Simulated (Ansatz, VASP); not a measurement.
# One calculation of TaN, two programs

```
Ta N
1.0
     0.13789    2.30820    2.30820
     2.30820    0.13789    2.30820
     2.30820    2.30820    0.13789
Ta N
1 1
Direct
  0.50000 0.50000 0.50000
  0.00000 0.00000 0.00000
```

Alike in both runs: task single point; functional PBE; k mesh 20 × 20 × 20; occupations gaussian, width 0.15 eV; no spin polarisation.

|  | VASP | Ansatz |
| --- | --- | --- |
| version | VASP 6.6.1 | Ansatz 0.2.0 |
| potentials or method | VASP PAW PBE potentials, release 64 (Ta_pv, N), cutoff 520 eV | scalar-relativistic, plane waves, PAW |
| valence electrons in the cell | 16 | 18 |

```tsv
	VASP	Ansatz	Ansatz less VASP
gap on the k mesh at the Fermi level (eV)	none	none	-
pressure (GPa)	-10.5	-11.4	-0.84
traceless stress, the component that is largest in VASP (GPa)	-2.74	-2.79	-0.052
```

A gap of «none» marks a metal or a gap that the smearing closes. VASP's potentials hold 16 valence electrons a cell and Ansatz's 18, so a difference there can come from the potentials and not from the codes.

Neither program's run includes spin-orbit coupling.
